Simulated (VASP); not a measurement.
# InSb in VASP: single point with PBE

Aim: the single point of InSb with PBE.

All numbers are computed with VASP 6.6.1; they aren't measurements. Logs are shortened: lines on timing, memory, paths and dates and some standing lists are left out, and cuts for length are marked.

## (1) The cell of the first run

The cell holds a slab with vacuum, 12 atoms: a = 9.383 Å, b = 6.635 Å, c = 20.692 Å, α = 90.00°, β = 90.00°, γ = 90.00°.

## (2) Single point, PBE

File INCAR:

```
SYSTEM = InSb
PREC     = Accurate       ! precision mode
ENCUT    = 520            ! plane-wave cutoff, eV
EDIFF    = 1E-6           ! SCF threshold, eV
ISMEAR   = 0              ! smearing method
SIGMA    = 0.1            ! smearing width, eV
LREAL    = .False.        ! projectors in reciprocal space
LASPH    = .True.         ! aspherical terms in the spheres
NELM     = 60             ! most SCF steps
ALGO     = Normal         ! electronic algorithm
ISIF     = 2              ! what is computed and relaxed
LWAVE    = .False.        ! write WAVECAR
LCHARG   = .True.         ! write CHGCAR
LDIPOL   = .True.       
IDIPOL   = 3            
DIPOL    = 0.5 0.5 0.498
GGA      = PE             ! functional
LELF     = .True.         ! ELF
LVHAR    = .True.       
LVACPOTAV= .True.       
NBANDS   = 66             ! bands
```

File KPOINTS:

```
regular mesh
0
Gamma
  2 3 1
  0 0 0
```

File POSCAR:

```
InSb
1.0
    9.3830948347      0.0000000000      0.0000000000
    0.0000000000      6.6348499861      0.0000000000
    0.0000000000      0.0000000000     20.6915474173
In Sb
6 6
Direct
    0.2500000000      0.5000000000      0.3866313059
    0.7500000000      0.5000000000      0.3866313059
    0.5000000000      0.0691666199      0.5133164686
    0.0000000000      0.0691666199      0.5133164686
    0.7500000000      0.4949320692      0.5818550926
    0.2500000000      0.4949320692      0.5818550926
    0.5000000000      0.2500000000      0.3866313059
    0.0000000000      0.2500000000      0.3866313059
    0.7500000000      0.8167680228      0.4875070794
    0.2500000000      0.8167680228      0.4875070794
    0.0000000000      0.2983795332      0.6310765596
    0.5000000000      0.2983795332      0.6310765596
```

Potentials or basis: VASP PAW PBE potentials, release 64 (In_d, Sb).

The run is started by

```sh
> cat potpaw_PBE.64/In_d/POTCAR potpaw_PBE.64/Sb/POTCAR > POTCAR
> mpirun -np 1 vasp_std > vasp.out
```

OUTCAR:

```text
SYSTEM = InSb
   PREC = Accurate
   ENCUT = 520
   EDIFF = 1E-6
   ISMEAR = 0
   LREAL = .False.
   LASPH = .True.
   NELM = 60
   ISIF = 2
   GGA = PE

 ion  position               nearest neighbor table
   1  0.250  0.500  0.387-   7 2.87   8 2.87  10 2.96
   2  0.750  0.500  0.387-   7 2.87   8 2.87   9 2.96
   3  0.500  0.069  0.513-  12 2.87   7 2.88  10 2.93   9 2.93   5 3.94   6 3.94
   4  0.000  0.069  0.513-  11 2.87   8 2.88  10 2.93   9 2.93   5 3.94   6 3.94
   5  0.750  0.495  0.582-  11 2.87  12 2.87   9 2.89   4 3.94   3 3.94
   6  0.250  0.495  0.582-  11 2.87  12 2.87  10 2.89   4 3.94   3 3.94
   7  0.500  0.250  0.387-   1 2.87   2 2.87   3 2.88
   8  0.000  0.250  0.387-   1 2.87   2 2.87   4 2.88
   9  0.750  0.817  0.488-   5 2.89   4 2.93   3 2.93   2 2.96
  10  0.250  0.817  0.488-   6 2.89   4 2.93   3 2.93   1 2.96
  11  0.000  0.298  0.631-   5 2.87   6 2.87   4 2.87
  12  0.500  0.298  0.631-   5 2.87   6 2.87   3 2.87

  LATTYP: Found a simple orthorhombic cell.
 ALAT       =     6.6348499861
 B/A-ratio  =     1.4142135624
 C/A-ratio  =     3.1186157126

  Lattice vectors:

 A1 = (   0.0000000000,  -6.6348499861,   0.0000000000)
 A2 = (   9.3830948347,   0.0000000000,   0.0000000000)
 A3 = (   0.0000000000,   0.0000000000,  20.6915474173)

Analysis of symmetry for initial positions (statically):
=====================================================================
 Subroutine PRICEL returns following result:

  LATTYP: Found a simple orthorhombic cell.
 ALAT       =     4.6915474173
 B/A-ratio  =     1.4142135624
 C/A-ratio  =     4.4103886365

  Lattice vectors:

 A1 = (   4.6915474173,   0.0000000000,   0.0000000000)
 A2 = (   0.0000000000,   6.6348499861,   0.0000000000)
 A3 = (   0.0000000000,   0.0000000000,  20.6915474173)

   2 primitive cells build up your supercell.

 Routine SETGRP: Setting up the symmetry group for a
 simple orthorhombic supercell.

 Subroutine GETGRP returns: Found  2 space group operations
 (whereof  2 operations were pure point group operations)
 out of a pool of  8 trial point group operations.

The static configuration has the point symmetry C_1h.

Analysis of symmetry for dynamics (positions and initial velocities):
=====================================================================
 Subroutine PRICEL returns following result:

  LATTYP: Found a simple orthorhombic cell.
 ALAT       =     4.6915474173
 B/A-ratio  =     1.4142135624
 C/A-ratio  =     4.4103886365

  Lattice vectors:

 A1 = (   4.6915474173,   0.0000000000,   0.0000000000)
 A2 = (   0.0000000000,   6.6348499861,   0.0000000000)
 A3 = (   0.0000000000,   0.0000000000,  20.6915474173)

   2 primitive cells build up your supercell.

 Routine SETGRP: Setting up the symmetry group for a
 simple orthorhombic supercell.

 Subroutine GETGRP returns: Found  2 space group operations
 (whereof  2 operations were pure point group operations)
 out of a pool of  8 trial point group operations.

The dynamic configuration has the point symmetry C_1h.

 Subroutine INISYM returns: Found  2 space group operations
 (whereof  2 operations are pure point group operations),
 and found     2 'primitive' translations

----------------------------------------------------------------------------------------

                                     Primitive cell

  volume of cell :     644.0806

  direct lattice vectors                    reciprocal lattice vectors
     4.691547417  0.000000000  0.000000000     0.213149290  0.000000000  0.000000000
     0.000000000  6.634849986  0.000000000     0.000000000  0.150719308  0.000000000
     0.000000000  0.000000000 20.691547417     0.000000000  0.000000000  0.048328913

  length of vectors
     4.691547417  6.634849986 20.691547417     0.213149290  0.150719308  0.048328913

  position of ions in fractional coordinates (direct lattice)
     0.500000000  0.500000000  0.386631306
     0.000000000  0.069166620  0.513316469
     0.500000000  0.494932069  0.581855093
     0.000000000  0.250000000  0.386631306
     0.500000000  0.816768023  0.487507079
     0.000000000  0.298379533  0.631076560

  ion indices of the primitive-cell ions
   primitive index   ion index
                 1           1
                 2           3
                 3           6
                 4           7
                 5          10
                 6          11

----------------------------------------------------------------------------------------

 KPOINTS: regular mesh

Automatic generation of k-mesh.
 Grid dimensions read from file:
 generate k-points for:    2    3    1

 Generating k-lattice:

  Cartesian coordinates                     Fractional coordinates (reciprocal lattice)
     0.053287322  0.000000000  0.000000000     0.500000000  0.000000000  0.000000000
     0.000000000  0.050239769  0.000000000     0.000000000  0.333333333  0.000000000
     0.000000000  0.000000000  0.048328913     0.000000000  0.000000000  1.000000000

  Length of vectors
     0.053287322  0.050239769  0.048328913

  Shift w.r.t. Gamma in fractional coordinates (k-lattice)
     0.000000000  0.000000000  0.000000000

 Subroutine IBZKPT returns following result:
 ===========================================

 Found      4 irreducible k-points:

 Following reciprocal coordinates:
            Coordinates               Weight
  0.000000  0.000000  0.000000      1.000000
  0.500000  0.000000  0.000000      1.000000
  0.000000  0.333333  0.000000      2.000000
  0.500000  0.333333  0.000000      2.000000
   k-points           NKPTS =      4   k-points in BZ     NKDIM =      4   number of bands    NBANDS=     66
   number of dos      NEDOS =    301   number of ions     NIONS =     12
   total plane-waves  NPLWV = 560000
   dimension x,y,z NGX =    70 NGY =   50 NGZ =  160
   dimension x,y,z NGXF=   140 NGYF=  100 NGZF=  320
   ions per type =               6   6
   NGX,Y,Z   is equivalent  to a cutoff of  12.40, 12.53, 12.86 a.u.
   NGXF,Y,Z  is equivalent  to a cutoff of  24.80, 25.06, 25.71 a.u.
 SYSTEM =  InSb
   PREC   = accura    normal or accurate (medium, high low for compatibility)
   ISTART =      0    job   : 0-new  1-cont  2-samecut
   ICHARG =      2    charge: 1-file 2-atom 10-const
   ISPIN  =      1    spin polarized calculation?
   LNONCOLLINEAR =      F non collinear calculations
   LSORBIT =      F    spin-orbit coupling
   LASPH  =      T    aspherical Exc in radial PAW
   ENCUT  =  520.0 eV  38.22 Ry    6.18 a.u.  17.45 12.34 38.47*2*pi/ulx,y,z
   NELM   =     60;   NELMIN=  2; NELMDL= -5     # of ELM steps
   EDIFF  = 0.1E-05   stopping-criterion for ELM
   LREAL  =      F    real-space projection
   EDIFFG = 0.1E-04   stopping-criterion for IOM
   NSW    =      0    number of steps for IOM
   IBRION =     -1    ionic relax: 0-MD 1-quasi-New 2-CG
   NFREE  =      0    steps in history (QN), initial steepest desc. (CG)
   ISIF   =      2    stress and relaxation
   ISYM   =      2    0-nonsym 1-usesym 2-fastsym
   POTIM  = 0.5000    time-step for ionic-motion
   TEBEG  =    0.0;   TEEND  =   0.0 temperature during run
   PSTRESS=    0.0 pullay stress
   NELECT =     108.0000    total number of electrons
   NUPDOWN=      -1.0000    fix difference up-down
   EMIN   =  10.00;   EMAX   =-10.00  energy-range for DOS
   EFERMI =   0.00;   METHOD = LEGACY
   ISMEAR =     0;   SIGMA  =   0.10  broadening in eV -4-tet -1-fermi 0-gaus
   EFERMI_NEDOS =   21; number of points for ismear=-14 and -15
   IALGO  =     38    algorithm
   IMIX   =      4    mixing-type and parameters
     AMIX     =   0.40;   BMIX     =  1.00
     AMIX_MAG =   1.60;   BMIX_MAG =  1.00
  volume/ion in A,a.u.               =     107.35       724.41
  Fermi-wavevector in a.u.,A,eV,Ry     =   0.716516  1.354019  6.985170  0.513395
  Thomas-Fermi vector in A             =   1.804957
   LORBIT       =      0    0 simple, 1 ext, 2 COOP (PROOUT), +10 PAW based schemes
   GGA     = PE    functional components
   LHFCALC =     F    Hartree Fock is set to
   AEXX    =    0.0000 exact exchange contribution
   IVDW    =     0    specifies the selected vdW correction
   LEPSILON=     F    determine dielectric tensor
   LRPA    =     F    only Hartree local field effects (RPA)
 non-spin polarized calculation
 Gauss-broadening in eV      SIGMA  =   0.10
  energy-cutoff  :      520.00
  volume of cell :     1288.16
 maximum number of plane-waves:     34738
 NGX is ok and might be reduce to    70
   NGX = 35   NGY = 25   NGZ = 77

 number of electron     108.0000018 magnetization

 dipolmoment           0.000000      0.000000      0.061053 electrons x Angstroem

 Free energy of the ion-electron system (eV)
  ---------------------------------------------------
  ext. energy  EPLUGINS =         0.00000000
  ---------------------------------------------------
  free energy    TOTEN  =       -38.03801385 eV

  energy without entropy =      -38.02846140  energy(sigma->0) =      -38.03323762

 E-fermi :  -1.3842     XC(G=0):  -3.5141

 val. band max:       -1.4716716457   @ k =   0.0000   0.0000   0.0000
 cond. band min:      -1.2705308834   @ k =   0.0000   0.3333   0.0000
 fundamental gap:      0.2011407624
 Fermi energy:        -1.3842047262

 k-point     1 :       0.0000    0.0000    0.0000
  band No.  band energies     occupation
      1     -16.1233      2.00000
      2     -16.1139      2.00000
      3     -16.0781      2.00000
      4     -16.0689      2.00000
      5     -16.0615      2.00000
      6     -16.0596      2.00000
[... 58 lines left out ...]
     65       1.3797      0.00000
     66       1.8333      0.00000

 k-point     2 :       0.5000    0.0000    0.0000
  band No.  band energies     occupation
      1     -16.1186      2.00000
      2     -16.1186      2.00000
      3     -16.0736      2.00000
      4     -16.0736      2.00000
      5     -16.0607      2.00000
      6     -16.0607      2.00000
[... 58 lines left out ...]
     65       1.9147      0.00000
     66       1.9147      0.00000

 k-point     3 :       0.0000    0.3333    0.0000
  band No.  band energies     occupation
      1     -16.1246      2.00000
      2     -16.1124      2.00000
      3     -16.0780      2.00000
      4     -16.0691      2.00000
      5     -16.0617      2.00000
      6     -16.0591      2.00000
[... 58 lines left out ...]
     65       1.6744      0.00000
     66       2.1575      0.00000

 k-point     4 :       0.5000    0.3333    0.0000
  band No.  band energies     occupation
      1     -16.1185      2.00000
      2     -16.1185      2.00000
      3     -16.0737      2.00000
      4     -16.0737      2.00000
      5     -16.0606      2.00000
      6     -16.0606      2.00000
[... 58 lines left out ...]
     65       2.2483      0.00000
     66       2.2483      0.00000

------------------------ aborting loop because EDIFF is reached ----------------------------------------

  FORCE on cell =-STRESS in cart. coord.  units (eV):
  Direction    XX          YY          ZZ          XY          YZ          ZX
  --------------------------------------------------------------------------------------
  -------------------------------------------------------------------------------------
  Total       -3.2553185     -4.3863818      0.0262709      0.0000000      0.0018236      0.0000000
  in kB       -4.0488705     -5.4556541      0.0326750      0.0000000      0.0022682      0.0000000
  external PRESSURE =      -3.1572832 kB  Pullay stress =       0.0000000 kB

 VOLUME and BASIS-vectors are now :
 -----------------------------------------------------------------------------
  energy-cutoff  :      520.00
  volume of cell :     1288.16
      direct lattice vectors                 reciprocal lattice vectors
     9.383094835  0.000000000  0.000000000     0.106574645  0.000000000  0.000000000
     0.000000000  6.634849986  0.000000000     0.000000000  0.150719308  0.000000000
     0.000000000  0.000000000 20.691547417     0.000000000  0.000000000  0.048328913

 POSITION                                       TOTAL-FORCE (eV/Angst)
 -----------------------------------------------------------------------------------
      2.34577      3.31742      8.00000         0.000000     -0.254943      0.693985
      7.03732      3.31742      8.00000         0.000000     -0.254943      0.693985
      4.69155      0.45891     10.62131         0.000000     -0.007054      0.000293
      0.00000      0.45891     10.62131         0.000000     -0.007054      0.000293
      7.03732      3.28380     12.03948         0.000000      0.011962     -0.012267
      2.34577      3.28380     12.03948        -0.000000      0.011962     -0.012267
      4.69155      1.65871      8.00000         0.000000      0.252456     -0.706079
      0.00000      1.65871      8.00000         0.000000      0.252456     -0.706079
      7.03732      5.41913     10.08728         0.000000      0.005643      0.006008
      2.34577      5.41913     10.08728         0.000000      0.005643      0.006008
      0.00000      1.97970     13.05795         0.000000     -0.008065      0.018059
      4.69155      1.97970     13.05795         0.000000     -0.008065      0.018059
 -----------------------------------------------------------------------------------
    total drift:                                0.000000      0.002535      0.001284

  FREE ENERGIE OF THE ION-ELECTRON SYSTEM (eV)
  ---------------------------------------------------
  free  energy   TOTEN  =       -38.0380138493 eV

  energy  without entropy=      -38.0284613955  energy(sigma->0) =      -38.03323762

 vacuum level on the upper side and lower side of the slab         3.098         2.920
```

Wall time 13 min (1 thread of Intel Xeon Platinum 8488C (Sapphire Rapids), shared host); peak memory 1.1 GiB.

Results:

```yaml
Free_energy: -38.0380 eV
Largest_force: 0.750 eV/Å
Band_gap_on_the_k_mesh: 0.20 eV
```

Forces in eV/Å, atoms in the order of the input:
```
In   0.000 -0.255  0.694
In   0.000 -0.255  0.694
In   0.000 -0.007  0.000
In   0.000 -0.007  0.000
In   0.000  0.012 -0.012
In   0.000  0.012 -0.012
Sb   0.000  0.252 -0.706
Sb   0.000  0.252 -0.706
Sb   0.000  0.006  0.006
Sb   0.000  0.006  0.006
Sb   0.000 -0.008  0.018
Sb   0.000 -0.008  0.018
```

Levels at points of the mesh, in eV from the valence-band top:
| k point | band 50 | band 51 | band 52 | band 53 | band 54 | band 55 | band 56 | band 57 | band 58 | band 59 |
| --- | --- | --- | --- | --- | --- | --- | --- | --- | --- | --- |
| (0.00, 0.00, 0.00) | -1.11 | -0.74 | -0.67 | -0.36 | 0.00 | 0.35 | 0.50 | 0.99 | 1.20 | 1.71 |
| (0.50, 0.00, 0.00) | -1.49 | -0.76 | -0.76 | -0.48 | -0.48 | 0.72 | 0.72 | 1.71 | 1.71 | 2.06 |

Caveat: spin-orbit coupling is left out, which moves the levels of the heavy elements.
